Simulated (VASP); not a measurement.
Here is a VASP 6.6.1 calculation.

The input INCAR:

```
SYSTEM = Sb
  PREC = Accurate
  ENCUT = 520
  EDIFF = 1E-7
  ISMEAR = 0
  SIGMA = 0.15
  LREAL = .False.
  LASPH = .True.
  NELM = 100
  ALGO = Normal
  ISIF = 2
  LWAVE = .False.
  LCHARG = .False.
  GGA = PS
  NBANDS = 8
```

The input KPOINTS:

```
Automatic mesh
0
Gamma
  16 16 16
  0 0 0
```

The input POSCAR:

```
Sb
1.0
    3.2390000000      0.0000000000      0.0000000000
    0.0000000000      3.2390000000      0.0000000000
    0.0000000000      0.0000000000      3.1600000000
Sb
1
Direct
    0.0000000000      0.0000000000      0.0000000000
```

Potentials or basis: VASP PAW PBE potentials, release 64 (Sb).

Run with:

```sh
$ cat potpaw_PBE.64/Sb/POTCAR > POTCAR
$ mpirun -np 1 vasp_std > vasp.out
```

Problem. Estimate the pressure.

Solution. -6.5 GPa.

Stress tensor (GPa, compression positive):
```
-6.97  0.00  0.00
 0.00 -6.97  0.00
 0.00  0.00 -5.60
```

Caveat: the cell differs from its parent crystal (strain +0.025 along x and y, +0.000 along z); the PAW data sets were made with another functional, which shifts forces and pressure a little.
